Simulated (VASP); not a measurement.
Input of a VASP 6.6.1 run:

File INCAR:

```
SYSTEM = CsB2
  ALGO = Normal
  EDIFF = 1E-6
  ENCUT = 520
  GGA = PE
  ISIF = 2
  ISMEAR = 0
  LASPH = .TRUE.
  LCHARG = .FALSE.
  LREAL = .FALSE.
  LWAVE = .FALSE.
  NBANDS = 14
  NELM = 100
  PREC = Accurate
  SIGMA = 0.1
```

File KPOINTS:

```
k-points
0
G
  22 22 22
  0 0 0
```

POSCAR

```
CsB2
1.0
   -1.4978214472      1.4978214472      6.2212949908
    1.4978214472     -1.4978214472      6.2212949908
    1.4978214472      1.4978214472     -6.2212949908
Cs B
1 2
Direct
    0.0000000000      0.0000000000      0.0000000000
    0.7445178332      0.7445178332      0.0000000000
    0.2554821668      0.2554821668      0.0000000000
```

Potentials or basis: VASP PAW PBE potentials, release 64 (Cs_sv, B).

The run is started by

```sh
$ cat potpaw_PBE.64/Cs_sv/POTCAR potpaw_PBE.64/B/POTCAR > POTCAR
$ mpirun -np 1 vasp_std > vasp.out
```

(1) What does it give for the pressure?

(2) Predict the band gap on the k mesh.

Results:

(1) 0.4 GPa.

(2) zero (an odd number of electrons rules out a gap without spin polarisation).

Caveat: spin-orbit coupling is left out, which moves the levels of the heavy elements.
